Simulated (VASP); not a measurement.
# GaSb (F-43m) in VASP: density of states with PBE

Aim: the density of states of GaSb with PBE.

All numbers are computed with VASP 6.6.1; they aren't measurements. Logs are shortened: lines on timing, memory, paths and dates and some standing lists are left out, and cuts for length are marked.

### 1 The cell of the first run

The structure is cubic, space group F-43m (No. 216). Conventional cell: a = 6.132 Å, b = 6.132 Å, c = 6.132 Å, α = 90.00°, β = 90.00°, γ = 90.00°. Within 3.5 Å of Ga (site symmetry -43m) lie 4 Sb at 2.66 Å. Sb (site symmetry -43m) has 4 Ga at 2.66 Å within 3.5 Å.

### 2 Density of states, PBE

Contents of POSCAR:

```
GaSb
1.0
    0.0000000000      3.0660330000      3.0660330000
    3.0660330000      0.0000000000      3.0660330000
    3.0660330000      3.0660330000      0.0000000000
Ga Sb
1 1
Direct
    0.0000000000      0.0000000000      0.0000000000
    0.2500000000      0.2500000000      0.2500000000
```

Contents of INCAR.step1:

```
SYSTEM = GaSb
  PREC = Accurate
  ENCUT = 520
  EDIFF = 1E-6
  ISMEAR = -1
  SIGMA = 0.1
  LREAL = .FALSE.
  LASPH = .TRUE.
  NELM = 80
  ALGO = Normal
  ISIF = 2
  LWAVE = .FALSE.
  LCHARG = .TRUE.
  GGA = PE
  NBANDS = 16
```

Contents of KPOINTS.step1:

```
regular mesh
0
G
  10 10 10
  0 0 0
```

Contents of INCAR.step2:

```
SYSTEM = GaSb
  PREC = Accurate
  ENCUT = 520
  EDIFF = 1E-6
  ISMEAR = -5
  SIGMA = 0.1
  LREAL = .FALSE.
  LASPH = .TRUE.
  NELM = 80
  ALGO = Normal
  ISIF = 2
  LWAVE = .FALSE.
  LCHARG = .FALSE.
  GGA = PE
  LORBIT = 10
  NBANDS = 16
  NEDOS = 1001
  ICHARG = 11
```

Contents of KPOINTS.step2:

```
regular mesh
0
G
  15 15 15
  0 0 0
```

Potentials or basis: VASP PAW PBE potentials, release 64 (Ga_d, Sb).

Launch:

```console
cat potpaw_PBE.64/Ga_d/POTCAR potpaw_PBE.64/Sb/POTCAR > POTCAR
cp INCAR.step1 INCAR
cp KPOINTS.step1 KPOINTS
mpirun -np 1 vasp_std > vasp.out
cp INCAR.step2 INCAR
cp KPOINTS.step2 KPOINTS
mpirun -np 1 vasp_std > vasp.out
```

OUTCAR:

```text
SYSTEM = GaSb
   PREC = Accurate
   ENCUT = 520
   EDIFF = 1E-6
   ISMEAR = -5
   LREAL = .FALSE.
   LASPH = .TRUE.
   NELM = 80
   ISIF = 2
   GGA = PE
   LORBIT = 10
   ICHARG = 11

 ion  position               nearest neighbor table
   1  0.000  0.000  0.000-   2 2.66   2 2.66   2 2.66   2 2.66
   2  0.250  0.250  0.250-   1 2.66   1 2.66   1 2.66   1 2.66

  LATTYP: Found a face centered cubic cell.
 ALAT       =     6.1320660000

  Lattice vectors:

 A1 = (   0.0000000000,   3.0660330000,   3.0660330000)
 A2 = (   3.0660330000,   0.0000000000,   3.0660330000)
 A3 = (   3.0660330000,   3.0660330000,   0.0000000000)

Analysis of symmetry for initial positions (statically):
=====================================================================
 Subroutine PRICEL returns:
 Original cell was already a primitive cell.

 Routine SETGRP: Setting up the symmetry group for a
 face centered cubic supercell.

 Subroutine GETGRP returns: Found 24 space group operations
 (whereof 24 operations were pure point group operations)
 out of a pool of 48 trial point group operations.

The static configuration has the point symmetry T_d .

Analysis of symmetry for dynamics (positions and initial velocities):
=====================================================================
 Subroutine PRICEL returns:
 Original cell was already a primitive cell.

 Routine SETGRP: Setting up the symmetry group for a
 face centered cubic supercell.

 Subroutine GETGRP returns: Found 24 space group operations
 (whereof 24 operations were pure point group operations)
 out of a pool of 48 trial point group operations.

The dynamic configuration has the point symmetry T_d .

 Subroutine INISYM returns: Found 24 space group operations
 (whereof 24 operations are pure point group operations),
 and found     1 'primitive' translations

----------------------------------------------------------------------------------------

                                     Primitive cell

  volume of cell :      57.6448

  direct lattice vectors                    reciprocal lattice vectors
     0.000000000  3.066033000  3.066033000    -0.163077175  0.163077175  0.163077175
     3.066033000  0.000000000  3.066033000     0.163077175 -0.163077175  0.163077175
     3.066033000  3.066033000  0.000000000     0.163077175  0.163077175 -0.163077175

  length of vectors
     4.336025451  4.336025451  4.336025451     0.282457953  0.282457953  0.282457953

[... 88 lines left out ...]
   ISIF   =      2    stress and relaxation
   ISYM   =      2    0-nonsym 1-usesym 2-fastsym
   POTIM  = 0.5000    time-step for ionic-motion
   TEBEG  =    0.0;   TEEND  =   0.0 temperature during run
   PSTRESS=    0.0 pullay stress
   NELECT =      18.0000    total number of electrons
   NUPDOWN=      -1.0000    fix difference up-down
   EMIN   =  10.00;   EMAX   =-10.00  energy-range for DOS
   EFERMI =   0.00;   METHOD = LEGACY
   ISMEAR =    -5;   SIGMA  =   0.10  broadening in eV -4-tet -1-fermi 0-gaus
   EFERMI_NEDOS =   21; number of points for ismear=-14 and -15
   IALGO  =     38    algorithm
   IMIX   =      4    mixing-type and parameters
     AMIX     =   0.40;   BMIX     =  1.00
     AMIX_MAG =   1.60;   BMIX_MAG =  1.00
  volume/ion in A,a.u.               =      28.82       194.50
  Fermi-wavevector in a.u.,A,eV,Ry     =   1.110654  2.098832 16.783503  1.233553
  Thomas-Fermi vector in A             =   2.247208
   LORBIT       =     10    0 simple, 1 ext, 2 COOP (PROOUT), +10 PAW based schemes
   GGA     = PE    functional components
   LHFCALC =     F    Hartree Fock is set to
   AEXX    =    0.0000 exact exchange contribution
   IVDW    =     0    specifies the selected vdW correction
   LEPSILON=     F    determine dielectric tensor
   LRPA    =     F    only Hartree local field effects (RPA)
 non-spin polarized calculation
 Fermi weights with tetrahedron method with Bloechl corrections
  energy-cutoff  :      520.00
  volume of cell :       57.64
 maximum number of plane-waves:      1568

 number of electron      17.9999989 magnetization

 Free energy of the ion-electron system (eV)
  ---------------------------------------------------
  ext. energy  EPLUGINS =         0.00000000
  ---------------------------------------------------
  free energy    TOTEN  =        -7.35805275 eV

  energy without entropy =       -7.35805275  energy(sigma->0) =       -7.35805275

 E-fermi :   4.8014     XC(G=0):  -9.0596

 val. band max:        4.7991910539   @ k =   0.0000   0.0000   0.0000
 cond. band min:       4.7991910539   @ k =   0.0000   0.0000   0.0000
 fundamental gap:      0.0000000000
 Fermi energy:         4.8014006441

 k-point     1 :       0.0000    0.0000    0.0000
  band No.  band energies     occupation
      1     -10.2202      2.00000
      2     -10.2202      2.00000
      3     -10.2202      2.00000
      4     -10.1708      2.00000
      5     -10.1708      2.00000
      6      -6.6300      2.00000
[... 433 lines left out ...]
      3     -10.2142      2.00000
      4     -10.1730      2.00000
      5     -10.1698      2.00000
      6      -6.2268      2.00000
[... 8 lines left out ...]
     15      12.4253      0.00000
     16      13.4993      0.00000

 [... further k-points ...]

------------------------ aborting loop because EDIFF is reached ----------------------------------------

  FORCE on cell =-STRESS in cart. coord.  units (eV):
  Direction    XX          YY          ZZ          XY          YZ          ZX
  --------------------------------------------------------------------------------------
  -------------------------------------------------------------------------------------
  Total        0.6911475      0.6911475      0.6911475      0.0000000      0.0000000      0.0000000
  in kB       19.2097131     19.2097131     19.2097131      0.0000000      0.0000000      0.0000000
  external PRESSURE =      19.2097131 kB  Pullay stress =       0.0000000 kB

 VOLUME and BASIS-vectors are now :
 -----------------------------------------------------------------------------
  energy-cutoff  :      520.00
  volume of cell :       57.64
      direct lattice vectors                 reciprocal lattice vectors
     0.000000000  3.066033000  3.066033000    -0.163077175  0.163077175  0.163077175
     3.066033000  0.000000000  3.066033000     0.163077175 -0.163077175  0.163077175
     3.066033000  3.066033000  0.000000000     0.163077175  0.163077175 -0.163077175

 POSITION                                       TOTAL-FORCE (eV/Angst)
 -----------------------------------------------------------------------------------
      0.00000      0.00000      0.00000        -0.000000     -0.000000     -0.000000
      1.53302      1.53302      1.53302         0.000000      0.000000      0.000000
 -----------------------------------------------------------------------------------
    total drift:                                0.000002      0.000002      0.000002

  FREE ENERGIE OF THE ION-ELECTRON SYSTEM (eV)
  ---------------------------------------------------
  free  energy   TOTEN  =        -7.3580527452 eV

  energy  without entropy=       -7.3580527452  energy(sigma->0) =       -7.35805275

 total charge

# of ion       s       p       d       tot
------------------------------------------
    1        0.910   0.759   9.962  11.631
    2        1.130   1.336   0.027   2.493
--------------------------------------------------
tot          2.040   2.095   9.989  14.123
```

OSZICAR.step1:

```text
N       E                     dE             d eps       ncg     rms          rms(c)
DAV:   1     0.817758560636E+02    0.81776E+02   -0.87195E+03  1528   0.137E+03
DAV:   2    -0.990665750047E+00   -0.82767E+02   -0.79985E+02  1784   0.297E+02
DAV:   3    -0.729779443377E+01   -0.63071E+01   -0.62924E+01  1784   0.646E+01
DAV:   4    -0.740810494739E+01   -0.11031E+00   -0.11030E+00  1872   0.948E+00
DAV:   5    -0.741073487175E+01   -0.26299E-02   -0.26299E-02  1864   0.130E+00    0.316E+00
DAV:   6    -0.736859105691E+01    0.42144E-01   -0.61802E-02  2168   0.386E+00    0.189E+00
DAV:   7    -0.735600380739E+01    0.12587E-01   -0.37442E-02  1728   0.156E+00    0.343E-01
DAV:   8    -0.735695806993E+01   -0.95426E-03   -0.42916E-03  1992   0.746E-01    0.818E-02
DAV:   9    -0.735743359763E+01   -0.47553E-03   -0.65542E-04  1744   0.198E-01    0.324E-02
DAV:  10    -0.735746674498E+01   -0.33147E-04   -0.38955E-05  1936   0.387E-02    0.877E-03
DAV:  11    -0.735748629472E+01   -0.19550E-04   -0.27081E-05  1688   0.341E-02    0.636E-03
DAV:  12    -0.735748704875E+01   -0.75403E-06   -0.13995E-06  1920   0.833E-03
   1 F= -.73574870E+01 E0= -.73564936E+01  d E =-.198698E-02
```

Wall time 74 s (1 thread of AMD EPYC 9R45 (Zen 5), shared host); peak memory 0.22 GiB.

Results:

* Valence electrons inside the program's atomic spheres: Ga 11.63; Sb 2.49

Caveat: spin-orbit coupling is left out, which moves the levels of the heavy elements; tetrahedron occupations give inexact forces and stress in metals.
